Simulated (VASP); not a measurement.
# MgO (I4mm) in VASP: further runs

Runs on MgO. Level: r2SCAN. Tasks: single point.

Program: VASP 6.6.1. These are calculated values, not measurements. Logs are shortened: lines on timing, memory, paths and dates and some standing lists are left out, and cuts for length are marked.

## (1) The cell of the first run

The structure is tetragonal, space group I4mm (No. 107). The conventional cell has a = 3.020 Å, b = 3.020 Å, c = 4.270 Å, α = 90.00°, β = 90.00°, γ = 90.00°. Mg (site symmetry 4mm) has 6 O at 2.04 to 2.24 Å within 2.7 Å. O (site symmetry 4mm) has 6 Mg at 2.04 to 2.24 Å within 2.7 Å.

## (2) Single point, r2SCAN

Contents of POSCAR:

```
MgO
1.0
    0.0000000000      2.1351500000      2.1351500000
    2.1351500000      0.0000000000      2.1351500000
    2.1351500000      2.1351500000      0.0000000000
Mg O
1 1
Direct
    0.0000000000      0.0000000000      0.0000000000
    0.5234175585      0.5234175585      0.4765824415
```

Contents of INCAR.step1:

```
SYSTEM = MgO
ALGO = Normal
EDIFF = 1E-4
ENCUT = 520
GGA = PE
ISMEAR = 0
LASPH = .TRUE.
LCHARG = .FALSE.
LREAL = .FALSE.
LWAVE = .TRUE.
NBANDS = 11
NELM = 80
PREC = Accurate
SIGMA = 0.05
```

Contents of INCAR.step2:

```
SYSTEM = MgO
ALGO = Normal
EDIFF = 1E-6
ENCUT = 520
ISIF = 2
ISMEAR = 0
ISTART = 1
LASPH = .TRUE.
LCHARG = .TRUE.
LELF = .TRUE.
LMIXTAU = .TRUE.
LREAL = .FALSE.
LVHAR = .TRUE.
LWAVE = .FALSE.
METAGGA = R2SCAN
NBANDS = 11
NELM = 80
PREC = Accurate
SIGMA = 0.05
```

Contents of KPOINTS:

```
k-points
0
G
  10 10 10
  0 0 0
```

Potentials or basis: VASP PAW PBE potentials, release 64 (Mg, O).

Launch:

```bash
cat potpaw_PBE.64/Mg/POTCAR potpaw_PBE.64/O/POTCAR > POTCAR
cp INCAR.step1 INCAR
mpirun -np 1 vasp_std > vasp.out
cp INCAR.step2 INCAR
mpirun -np 1 vasp_std > vasp.out
```

OUTCAR:

```text
SYSTEM = MgO
   EDIFF = 1E-6
   ENCUT = 520
   ISIF = 2
   ISMEAR = 0
   ISTART = 1
   LASPH = .TRUE.
   LREAL = .FALSE.
   METAGGA = R2SCAN
   NELM = 80
   PREC = Accurate

 ion  position               nearest neighbor table
   1  0.000  0.000  0.000-   2 2.04   2 2.14   2 2.14   2 2.14   2 2.14   2 2.24
   2  0.523  0.523  0.477-   1 2.04   1 2.14   1 2.14   1 2.14   1 2.14   1 2.24

  LATTYP: Found a face centered cubic cell.
 ALAT       =     4.2703000000

  Lattice vectors:

 A1 = (   0.0000000000,   2.1351500000,   2.1351500000)
 A2 = (   2.1351500000,   0.0000000000,   2.1351500000)
 A3 = (   2.1351500000,   2.1351500000,   0.0000000000)

Analysis of symmetry for initial positions (statically):
=====================================================================
 Subroutine PRICEL returns:
 Original cell was already a primitive cell.

 Routine SETGRP: Setting up the symmetry group for a
 face centered cubic supercell.

 Subroutine GETGRP returns: Found  8 space group operations
 (whereof  8 operations were pure point group operations)
 out of a pool of 48 trial point group operations.

The static configuration has the point symmetry C_4v.

Analysis of symmetry for dynamics (positions and initial velocities):
=====================================================================
 Subroutine PRICEL returns:
 Original cell was already a primitive cell.

 Routine SETGRP: Setting up the symmetry group for a
 face centered cubic supercell.

 Subroutine GETGRP returns: Found  8 space group operations
 (whereof  8 operations were pure point group operations)
 out of a pool of 48 trial point group operations.

The dynamic configuration has the point symmetry C_4v.

 Subroutine INISYM returns: Found  8 space group operations
 (whereof  8 operations are pure point group operations),
 and found     1 'primitive' translations

----------------------------------------------------------------------------------------

                                     Primitive cell

  volume of cell :      19.4677

  direct lattice vectors                    reciprocal lattice vectors
     0.000000000  2.135150000  2.135150000    -0.234175585  0.234175585  0.234175585
     2.135150000  0.000000000  2.135150000     0.234175585 -0.234175585  0.234175585
     2.135150000  2.135150000  0.000000000     0.234175585  0.234175585 -0.234175585

  length of vectors
     3.019558088  3.019558088  3.019558088     0.405604011  0.405604011  0.405604011

  position of ions in fractional coordinates (direct lattice)
     0.000000000  0.000000000  0.000000000
     0.523417559  0.523417559  0.476582441

  ion indices of the primitive-cell ions
   primitive index   ion index
                 1           1
                 2           2

----------------------------------------------------------------------------------------

 KPOINTS: k-points

Automatic generation of k-mesh.
 Grid dimensions read from file:
 generate k-points for:   10   10   10

 Generating k-lattice:

  Cartesian coordinates                     Fractional coordinates (reciprocal lattice)
    -0.023417558  0.023417558  0.023417558     0.100000000  0.000000000  0.000000000
     0.023417558 -0.023417558  0.023417558     0.000000000  0.100000000  0.000000000
     0.023417558  0.023417558 -0.023417558     0.000000000  0.000000000  0.100000000

  Length of vectors
     0.040560401  0.040560401  0.040560401

  Shift w.r.t. Gamma in fractional coordinates (k-lattice)
     0.000000000  0.000000000  0.000000000

 Subroutine IBZKPT returns following result:
 ===========================================

 Found    102 irreducible k-points:

 Following reciprocal coordinates:
            Coordinates               Weight
  0.000000  0.000000  0.000000      1.000000
  0.100000  0.000000  0.000000      8.000000
  0.200000  0.000000  0.000000      8.000000
  0.300000  0.000000  0.000000      8.000000
  0.400000  0.000000  0.000000      8.000000
  0.500000  0.000000  0.000000      4.000000
[... 16 lines left out ...]
 -0.100000  0.100000  0.000000      4.000000
  0.000000 -0.100000  0.100000      8.000000
 [... further k-points ...]
   k-points           NKPTS =    102   k-points in BZ     NKDIM =    102   number of bands    NBANDS=     11
   number of dos      NEDOS =    301   number of ions     NIONS =      2
   total plane-waves  NPLWV =  13824
   dimension x,y,z NGX =    24 NGY =   24 NGZ =   24
   dimension x,y,z NGXF=    48 NGYF=   48 NGZF=   48
   ions per type =               1   1
   NGX,Y,Z   is equivalent  to a cutoff of  13.21, 13.21, 13.21 a.u.
   NGXF,Y,Z  is equivalent  to a cutoff of  26.43, 26.43, 26.43 a.u.
 SYSTEM =  MgO
   PREC   = accura    normal or accurate (medium, high low for compatibility)
   ISTART =      1    job   : 0-new  1-cont  2-samecut
   ICHARG =      0    charge: 1-file 2-atom 10-const
   ISPIN  =      1    spin polarized calculation?
   LNONCOLLINEAR =      F non collinear calculations
   LSORBIT =      F    spin-orbit coupling
   LASPH  =      T    aspherical Exc in radial PAW
   ENCUT  =  520.0 eV  38.22 Ry    6.18 a.u.   5.61  5.61  5.61*2*pi/ulx,y,z
   NELM   =     80;   NELMIN=  2; NELMDL=  0     # of ELM steps
   EDIFF  = 0.1E-05   stopping-criterion for ELM
   LREAL  =      F    real-space projection
   EDIFFG = 0.1E-04   stopping-criterion for IOM
   NSW    =      0    number of steps for IOM
   IBRION =     -1    ionic relax: 0-MD 1-quasi-New 2-CG
   NFREE  =      0    steps in history (QN), initial steepest desc. (CG)
   ISIF   =      2    stress and relaxation
   ISYM   =      2    0-nonsym 1-usesym 2-fastsym
   POTIM  = 0.5000    time-step for ionic-motion
   TEBEG  =    0.0;   TEEND  =   0.0 temperature during run
   PSTRESS=    0.0 pullay stress
   NELECT =       8.0000    total number of electrons
   NUPDOWN=      -1.0000    fix difference up-down
   EMIN   =  10.00;   EMAX   =-10.00  energy-range for DOS
   EFERMI =   0.00;   METHOD = LEGACY
   ISMEAR =     0;   SIGMA  =   0.05  broadening in eV -4-tet -1-fermi 0-gaus
   EFERMI_NEDOS =   21; number of points for ismear=-14 and -15
   IALGO  =     38    algorithm
   IMIX   =      4    mixing-type and parameters
     AMIX     =   0.40;   BMIX     =  1.00
     AMIX_MAG =   1.60;   BMIX_MAG =  1.00
  volume/ion in A,a.u.               =       9.73        65.69
  Fermi-wavevector in a.u.,A,eV,Ry     =   1.217119  2.300022 20.155386  1.481379
  Thomas-Fermi vector in A             =   2.352450
   LORBIT       =      0    0 simple, 1 ext, 2 COOP (PROOUT), +10 PAW based schemes
   METAGGA = R2SCAN    functional components
   LHFCALC =     F    Hartree Fock is set to
   AEXX    =    0.0000 exact exchange contribution
   IVDW    =     0    specifies the selected vdW correction
   LEPSILON=     F    determine dielectric tensor
   LRPA    =     F    only Hartree local field effects (RPA)
 non-spin polarized calculation
 Gauss-broadening in eV      SIGMA  =   0.05
  energy-cutoff  :      520.00
  volume of cell :       19.47
 maximum number of plane-waves:       544
   NGX = 11   NGY = 11   NGZ = 11

 number of electron       8.0000002 magnetization

 Free energy of the ion-electron system (eV)
  ---------------------------------------------------
  ext. energy  EPLUGINS =         0.00000000
  ---------------------------------------------------
  free energy    TOTEN  =       -16.11243684 eV

  energy without entropy =      -16.11243684  energy(sigma->0) =      -16.11243684

 E-fermi :   2.7949     XC(G=0): -11.3805

 val. band max:        2.4724665578   @ k =   0.0000   0.0000   0.0000
 cond. band min:       7.6669935869   @ k =   0.0000   0.0000   0.0000
 fundamental gap:      5.1945270292
 Fermi energy:         2.7948885119

 k-point     1 :       0.0000    0.0000    0.0000
  band No.  band energies     occupation
      1     -15.5201      2.00000
      2       2.4582      2.00000
      3       2.4725      2.00000
      4       2.4725      2.00000
      5       7.6670      0.00000
      6      19.0879      0.00000
      7      19.1060      0.00000
      8      19.1060      0.00000
      9      23.0728      0.00000
     10      24.8274      0.00000
     11      24.8532      0.00000

 k-point     2 :       0.1000    0.0000    0.0000
  band No.  band energies     occupation
      1     -15.4239      2.00000
      2       1.8487      2.00000
      3       2.4030      2.00000
      4       2.4088      2.00000
      5       8.2822      0.00000
      6      17.8477      0.00000
      7      19.3317      0.00000
      8      19.3389      0.00000
      9      24.0452      0.00000
     10      24.0723      0.00000
     11      24.7150      0.00000

 k-point     3 :       0.2000    0.0000    0.0000
  band No.  band energies     occupation
      1     -15.1608      2.00000
      2       0.5798      2.00000
      3       2.2411      2.00000
      4       2.2470      2.00000
      5       9.4982      0.00000
      6      16.3118      0.00000
      7      19.7756      0.00000
      8      19.7878      0.00000
      9      23.3438      0.00000
     10      23.3904      0.00000
     11      25.5382      0.00000

 k-point     4 :       0.3000    0.0000    0.0000
  band No.  band energies     occupation
      1     -14.8097      2.00000
      2      -0.6915      2.00000
      3       2.0501      2.00000
      4       2.0561      2.00000
      5      10.5043      0.00000
      6      15.5681      0.00000
      7      19.8370      0.00000
      8      19.8395      0.00000
      9      23.8462      0.00000
     10      23.8728      0.00000
     11      24.9441      0.00000
[... 239 lines left out ...]
 k-point    22 :       0.0000   -0.2000    0.1000
  band No.  band energies     occupation
      1     -14.9817      2.00000
      2       0.0643      2.00000
      3       1.8408      2.00000
      4       2.2039      2.00000
      5      10.2623      0.00000
      6      15.7161      0.00000
      7      19.2639      0.00000
      8      20.3847      0.00000
      9      22.1216      0.00000
     10      24.2788      0.00000
     11      26.5472      0.00000

 k-point    23 :      -0.1000    0.1000    0.0000
  band No.  band energies     occupation
      1     -15.2727      2.00000
      2       1.1581      2.00000
      3       2.1505      2.00000
      4       2.3629      2.00000
      5       9.0884      0.00000
      6      16.7640      0.00000
      7      19.4587      0.00000
      8      19.7640      0.00000
      9      22.6538      0.00000
     10      24.1816      0.00000
     11      26.2335      0.00000

 k-point    24 :       0.0000   -0.1000    0.1000
  band No.  band energies     occupation
      1     -15.2727      2.00000
      2       1.1606      2.00000
      3       2.1538      2.00000
      4       2.3580      2.00000
      5       9.0809      0.00000
      6      16.7747      0.00000
      7      19.4449      0.00000
      8      19.7736      0.00000
      9      22.7112      0.00000
     10      24.1754      0.00000
     11      26.1598      0.00000

 [... further k-points ...]
[... 5 lines left out ...]
  --------------------------------------------------------------------------------------
  -------------------------------------------------------------------------------------
  Total       -1.0148276     -1.0148276     -0.6331262      0.0000000     -0.0000000      0.0000000
  in kB      -83.5194604    -83.5194604    -52.1057537      0.0000000     -0.0000000      0.0000000
  external PRESSURE =     -73.0482248 kB  Pullay stress =       0.0000000 kB

 VOLUME and BASIS-vectors are now :
 -----------------------------------------------------------------------------
  energy-cutoff  :      520.00
  volume of cell :       19.47
      direct lattice vectors                 reciprocal lattice vectors
     0.000000000  2.135150000  2.135150000    -0.234175585  0.234175585  0.234175585
     2.135150000  0.000000000  2.135150000     0.234175585 -0.234175585  0.234175585
     2.135150000  2.135150000  0.000000000     0.234175585  0.234175585 -0.234175585

 POSITION                                       TOTAL-FORCE (eV/Angst)
 -----------------------------------------------------------------------------------
      0.00000      0.00000      0.00000         0.000000      0.000000      0.482983
      2.13515      2.13515      2.23515         0.000000      0.000000     -0.482983
 -----------------------------------------------------------------------------------
    total drift:                               -0.000002     -0.000002     -0.005462

  FREE ENERGIE OF THE ION-ELECTRON SYSTEM (eV)
  ---------------------------------------------------
  free  energy   TOTEN  =       -16.1124368379 eV

  energy  without entropy=      -16.1124368379  energy(sigma->0) =      -16.11243684
```

Wall time 25 s (1 thread of Intel Xeon 6975P-C (Granite Rapids), shared host); peak memory 0.16 GiB.

What came out:

| Property | Result |
| --- | --- |
| Free energy | -16.1124 eV |
| Pressure | -7.3 GPa |
| Largest force | 0.483 eV/Å |
| Band gap on the k mesh | 5.19 eV, direct |

Forces in eV/Å, atoms in the order of the input:
```
Mg   0.000  0.000  0.483
O    0.000  0.000 -0.483
```

Stress tensor (GPa, compression positive):
```
-8.35  0.00  0.00
 0.00 -8.35  0.00
 0.00  0.00 -5.21
```

Levels at points of the mesh, in eV from the valence-band top:
```
           k point  band 1  band 2  band 3  band 4  band 5  band 6  band 7  band 8
(0.00, 0.00, 0.00)  -17.99   -0.01    0.00    0.00    5.19   16.62   16.63   16.63
(0.50, 0.00, 0.00)  -16.85   -4.42   -0.63   -0.62    8.53   13.27   16.99   17.03
(0.50, 0.50, 0.00)  -16.61   -3.92   -1.31   -1.31    9.98   10.54   13.85   19.74
(0.00, 0.50, 0.50)  -16.61   -3.93   -1.32   -1.31   10.00   10.56   13.84   19.71
```

Caveat: the cell differs from its parent crystal (all O atoms moved -0.100 Å, as atom 2 towards its neighbour atom 1 (Mg) at 2.135 Å); the PAW data sets were made with another functional, which shifts forces and pressure a little.

## (3) Single point, r2SCAN

POSCAR, as its differences from that of step 2:

```diff
@@ -9,2 +9,2 @@
     0.0000000000      0.0000000000      0.0000000000
-    0.5234175585      0.5234175585      0.4765824415
+    0.4824368311      0.4824368311      0.5175631689
```

Contents of INCAR.step1:

```
PREC = Accurate
ENCUT = 520
ISMEAR = 0
SIGMA = 0.05
LREAL = F
LASPH = T
NELM = 100
NBANDS = 11
GGA = PE
ALGO = Normal
EDIFF = 1E-4
LWAVE = T
LCHARG = F
```

Contents of INCAR.step2:

```
PREC = Accurate
ENCUT = 520
EDIFF = 1E-6
ISMEAR = 0
SIGMA = 0.05
LREAL = F
LASPH = T
NELM = 100
ALGO = Normal
ISIF = 2
LWAVE = F
LCHARG = F
METAGGA = R2SCAN
LMIXTAU = T
NBANDS = 11
ISTART = 1
```

Contents of KPOINTS:

```
regular mesh
0
Gamma
  10 10 10
```

Potentials or basis: VASP PAW PBE potentials, release 64 (Mg, O).

Launch:

```bash
cat potpaw_PBE.64/Mg/POTCAR potpaw_PBE.64/O/POTCAR > POTCAR
cp INCAR.step1 INCAR
mpirun -np 1 vasp_std > vasp.out
cp INCAR.step2 INCAR
mpirun -np 1 vasp_std > vasp.out
```

It took 25 s on 1 thread of Intel Xeon 6975P-C (Granite Rapids), shared host; peak memory 0.15 GiB.

The run converged. Its results:

```yaml
Free_energy: -16.1229 eV
Pressure: -7.7 GPa
Largest_force: 0.351 eV/Å
Band_gap_on_the_k_mesh: 5.20 eV, direct
```

Forces in eV/Å, atoms in the order of the input:
```
Mg   0.000  0.000 -0.351
O    0.000  0.000  0.351
```

Stress tensor (GPa, compression positive):
```
-8.28  0.00  0.00
 0.00 -8.28  0.00
 0.00  0.00 -6.53
```

Levels at points of the mesh, in eV from the valence-band top:
```tsv
k point	band 1	band 2	band 3	band 4	band 5	band 6	band 7	band 8	band 9
(0.00, 0.00, 0.00)	-17.99	-0.01	0.00	0.00	5.20	16.60	16.61	16.61	20.61
(0.50, 0.00, 0.00)	-16.85	-4.43	-0.63	-0.62	8.53	13.29	16.99	17.01	21.72
(0.50, 0.50, 0.00)	-16.61	-3.92	-1.31	-1.31	9.97	10.57	13.84	19.73	19.73
(0.00, 0.50, 0.50)	-16.61	-3.93	-1.32	-1.32	9.99	10.58	13.84	19.72	19.77
```

Caveat: the cell differs from its parent crystal (all O atoms moved +0.075 Å, as atom 2 towards its neighbour atom 1 (Mg) at 2.135 Å); the PAW data sets were made with another functional, which shifts forces and pressure a little.
